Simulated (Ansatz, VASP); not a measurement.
# HPt6: VASP beside Ansatz

```xyz
14
Lattice="5.6146 0.0000 0.0000 -2.8073 4.8624 0.0000 0.0000 0.0000 22.6197" Properties=species:S:1:pos:R:3 pbc="T T T"
Pt    1.4036    0.8104    4.0000
Pt    0.0000    3.2416    4.0000
Pt    4.2109    0.8104    4.0000
Pt    2.8073    3.2416    4.0000
Pt    0.0000    1.6208    6.3100
Pt   -1.4036    4.0520    6.3100
Pt    2.8073    1.6208    6.3100
Pt    1.4036    4.0520    6.3100
Pt    0.0000    0.0000    8.6197
Pt   -1.4036    2.4312    8.6197
Pt    2.8073    0.0000    8.6197
Pt    1.4036    2.4312    8.6197
H     0.0000    2.1062    9.7097
H     0.0000    2.7562    9.7097
```

Alike in both runs: task single point; functional PBE; k mesh 6 × 6 × 1; occupations gaussian, width 0.1 eV; no spin polarisation.

|  | VASP | Ansatz |
| --- | --- | --- |
| version | VASP 6.6.1 | Ansatz 0.2.0 |
| potentials or method | VASP PAW PBE potentials, release 64 (Pt, H), cutoff 520 eV | scalar-relativistic, plane waves, PAW |
| valence electrons in the cell | 122 | 218 |

Ansatz gave:

| Property | Result |
| --- | --- |
| gap on the k mesh at the Fermi level (eV) | none |
| rms of the force components (eV/Å) | 2.056 |

Question: Estimate VASP's values.

Answer: gap on the k mesh at the Fermi level (eV): none; rms of the force components (eV/Å): 2.070.

Atom by atom the forces differ by 0.020 eV/Å (rms over components). A gap of «none» marks a metal or a gap that the smearing closes. The functional is the same, so the differences come from potentials, cutoffs and numerics. VASP's potentials hold 122 valence electrons a cell and Ansatz's 218, so a difference there can come from the potentials and not from the codes.

Neither program's run includes spin-orbit coupling.
